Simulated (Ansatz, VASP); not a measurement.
Given: the input of a run of Ansatz 0.2.0 on TiB2.

input.yaml

```yaml
crystal:
  lattice:
    - [3.0492615118, 0.0, 0.0]
    - [-1.5246307559, 2.640737932, 0.0]
    - [0.0, 0.0, 3.2497807555]
  atoms:
    - { symbol: Ti, position: [0.0, 0.0, 0.0] }
    - { symbol: B, position: [0.6666666667, 0.3333333333, 0.5] }
    - { symbol: B, position: [0.3333333333, 0.6666666667, 0.5] }
kpoints:
  mp_grid: { grid: [10, 10, 8] }
scf:
  occupations: { method: fermi_dirac, width: 0.05 }
hamiltonian:
  xc: lda
  pseudopotentials: { kind: all_electron, lapw: { basis_error: 0.002 } }
output:
  forces: true
  stress: true
  eigenvalues: true
```

Potentials or basis: all-electron LAPW, scalar-relativistic.

Command:

```bash
$ ansatz run input.yaml --threads 2 --pin off --max-ram 8192MiB --backend cpu --events-out ev --progress --plain --runs-dir out
```

Task: Translate it to VASP 6.6.1. Potentials there: VASP PAW LDA potentials, release 64 (Ti_sv, B).

Result: As run (the cutoff follows the program's own potentials):

Contents of INCAR:

```
PREC = Accurate
ENCUT = 520
EDIFF = 1E-6
ISMEAR = -1
SIGMA = 0.05
LREAL = False
LASPH = True
NELM = 100
ALGO = Normal
ISIF = 2
LWAVE = False
LCHARG = False
GGA = CA
NBANDS = 16
```

The input KPOINTS:

```
regular mesh
0
Gamma
  10 10 8
```

File POSCAR:

```
TiB2
1.0
    3.0492615118      0.0000000000      0.0000000000
   -1.5246307559      2.6407379320      0.0000000000
    0.0000000000      0.0000000000      3.2497807555
Ti B
1 2
Direct
    0.0000000000      0.0000000000      0.0000000000
    0.6666666667      0.3333333333      0.5000000000
    0.3333333333      0.6666666667      0.5000000000
```

Potentials or basis: VASP PAW LDA potentials, release 64 (Ti_sv, B).

Command:

```console
$ cat potpaw_LDA.64/Ti_sv/POTCAR potpaw_LDA.64/B/POTCAR > POTCAR
$ mpirun -np 1 vasp_std > vasp.out
```

Both were run:

|  | VASP | Ansatz | Ansatz less VASP |
| --- | --- | --- | --- |
| gap on the k mesh at the Fermi level (eV) | none | none | - |
| pressure (GPa) | -15.2 | -15.7 | -0.51 |

LDA's correlation is that of Perdew and Zunger in VASP and of Perdew and Wang (1992) in Ansatz. A gap of «none» marks a metal or a gap that the smearing closes. Ansatz ran all-electron here, and VASP with PAW potentials.
